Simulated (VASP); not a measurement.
## InGaPb3: relaxation of cell and atoms with PBE

InGaPb3:

```
CELL_PARAMETERS angstrom
4.94904 0.00000 0.00000
0.00000 4.94904 0.00000
0.00000 0.00000 4.94904
ATOMIC_POSITIONS crystal
In 0.50000 0.50000 0.50000
Ga 0.00000 0.00000 0.00000
Pb 0.00000 0.50000 0.50000
Pb 0.50000 0.00000 0.50000
Pb 0.50000 0.50000 0.00000
```

The cell was generated, and may not be a known phase.

| Property | Result |
| --- | --- |
| Program | VASP 6.6.1 |
| Task | relaxation of cell and atoms |
| Functional | PBE |
| Potentials or basis | VASP PAW PBE potentials, release 64 (In_d, Ga_d, Pb_d) |
| Cutoff | 600 eV |
| k mesh | 4 × 4 × 4 |
| Occupations | gaussian, width 0.1 eV |
| Spin | no spin polarisation |
| Dipole correction | no |
| Further INCAR settings | ALGO = Normal; EDIFF = 1e-07; IBRION = 2; EDIFFG = -0.04; NSW = 90; ISIF = 3 |

```json
{
  "Relaxed volume": "40.15 Å³/atom",
  "Relaxed cell": "a = 5.855 Å, b = 5.855 Å, c = 5.855 Å, α = 90.00°, β = 90.00°, γ = 90.00°",
  "Space group after relaxing (to 0.1 Å)": "Pm-3m (No. 221)",
  "Energy gained by relaxing": "1106.0 meV/atom",
  "Ionic steps": "5",
  "Pressure after relaxing": "0.0 GPa",
  "Band gap on the k mesh": "zero (bands 34 and 35 overlap by 2.85 eV)"
}
```

Step by step:
```tsv
step	energy change (eV)	largest force (eV/Å)	pressure (GPa)	volume (Å³)
1	0.0000	0.0000	36.68	121.22
2	-5.0105	0.0000	-3.03	246.97
3	-5.5083	0.0000	0.95	192.99
4	-5.5280	0.0000	-0.25	202.89
5	-5.5298	0.0000	-0.02	200.73
```

Final structure:
```
In Ga Pb
1.0
     5.85516    0.00000    0.00000
     0.00000    5.85516    0.00000
     0.00000    0.00000    5.85516
In Ga Pb
1 1 3
Cartesian
  2.9276 2.9276 2.9276
  0.0000 0.0000 0.0000
  0.0000 2.9276 2.9276
  2.9276 0.0000 2.9276
  2.9276 2.9276 0.0000
```

Levels at points of the mesh, in eV from the Fermi level:
| k point | band 31 | band 32 | band 33 | band 34 | band 35 | band 36 | band 37 | band 38 |
| --- | --- | --- | --- | --- | --- | --- | --- | --- |
| (0.00, 0.00, 0.00) | -2.94 | -2.94 | -1.67 | 0.64 | 0.64 | 0.64 | 1.30 | 1.30 |
| (0.50, 0.00, 0.00) | -2.50 | -2.50 | -0.33 | -0.33 | 0.35 | 0.44 | 1.14 | 1.54 |
| (0.50, 0.50, 0.00) | -2.08 | -0.84 | -0.62 | -0.62 | 0.32 | 0.32 | 1.21 | 2.35 |
| (0.50, 0.50, 0.50) | -2.07 | -2.07 | -2.07 | 2.41 | 2.41 | 3.17 | 3.17 | 3.17 |

Wall time 3.9 min on 1 thread of AMD EPYC 7R43 64-Core Processor (Zen 3) (shared host), peak memory 0.24 GiB.

Caveat: the volume moved by over 15 % at a fixed basis, so the end points are rough; spin-orbit coupling is left out, which moves the levels of the heavy elements.
